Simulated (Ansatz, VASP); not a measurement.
## CdS: VASP beside Ansatz

Contents of INCAR:

```
SYSTEM = CdS
ALGO     = Normal         ! electronic algorithm
EDIFF    = 1E-8           ! SCF threshold, eV
ENCUT    = 520            ! plane-wave cutoff, eV
GGA      = PS             ! functional
ISIF     = 2              ! what is computed and relaxed
ISMEAR   = -1             ! smearing method
LASPH    = .True.         ! aspherical terms in the spheres
LCHARG   = .False.        ! write CHGCAR
LEFG     = .True.       
LREAL    = .False.        ! projectors in reciprocal space
LWAVE    = .False.        ! write WAVECAR
NBANDS   = 26             ! bands
NELM     = 80             ! most SCF steps
PREC     = Accurate       ! precision mode
SIGMA    = 0.02           ! smearing width, eV
```

The input KPOINTS:

```
k-points
0
Gamma
  12 12 7
  0 0 0
```

The input POSCAR:

```
CdS
1.0
    4.1500000000      0.0000000000      0.0000000000
   -2.0750000000      3.5940054257      0.0000000000
    0.0000000000      0.0000000000      6.7370000000
Cd S
2 2
Direct
    0.3333333333      0.6666666667     -0.0010297073
    0.6666666667      0.3333333333      0.4989702927
    0.3333333333      0.6666666667      0.3760297073
    0.6666666667      0.3333333333      0.8760297073
```

Input for Ansatz:

```yaml
crystal:
  lattice:
    - [4.15, 0.0, 0.0]
    - [-2.075, 3.5940054257, 0.0]
    - [0.0, 0.0, 6.737]
  atoms:
    - { symbol: Cd, position: [0.3333333333, 0.6666666667, -0.0010297073] }
    - { symbol: Cd, position: [0.6666666667, 0.3333333333, 0.4989702927] }
    - { symbol: S, position: [0.3333333333, 0.6666666667, 0.3760297073] }
    - { symbol: S, position: [0.6666666667, 0.3333333333, 0.8760297073] }
kpoints:
  mp_grid: { grid: [12, 12, 7] }
scf:
  occupations: { method: fermi_dirac, width: 0.02 }
hamiltonian:
  xc: pbesol
  pseudopotentials: { kind: paw }
output:
  forces: true
  stress: true
  populations: true
  efg: { quadrupole_moments_barn: { S: -0.0694 }, contact_densities: true }
```

Alike in both runs: task electric field gradients; functional PBEsol; k mesh 12 × 12 × 7; occupations fermi-dirac, width 0.02 eV; no spin polarisation.

|  | VASP | Ansatz |
| --- | --- | --- |
| version | VASP 6.6.1 | Ansatz 0.2.0 |
| potentials or method | VASP PAW PBE potentials, release 64 (Cd, S) | plane-wave PAW, scalar-relativistic |
| plane-wave cutoff (eV) | 520 | 420 |
| valence electrons in the cell | 36 | 52 |

VASP gave:

- gap on the k mesh at the Fermi level (eV): 1.06
- pressure (GPa): -0.6
- traceless stress, the component that is largest in VASP (GPa): 0.08
- size of Vzz on the site where it differs most (V/Å²): 3.2

Problem. What did Ansatz give for the same quantities?

Solution. gap on the k mesh at the Fermi level (eV): 1.06; pressure (GPa): -1.0; traceless stress, the component that is largest in VASP (GPa): 0.08; size of Vzz on the site where it differs most (V/Å²): 2.7.

VASP's potentials were made for PBE, not for PBEsol. The functional is the same, so the differences come from potentials, cutoffs and numerics. VASP's potentials hold 36 valence electrons a cell and Ansatz's 52, so a difference there can come from the potentials and not from the codes.
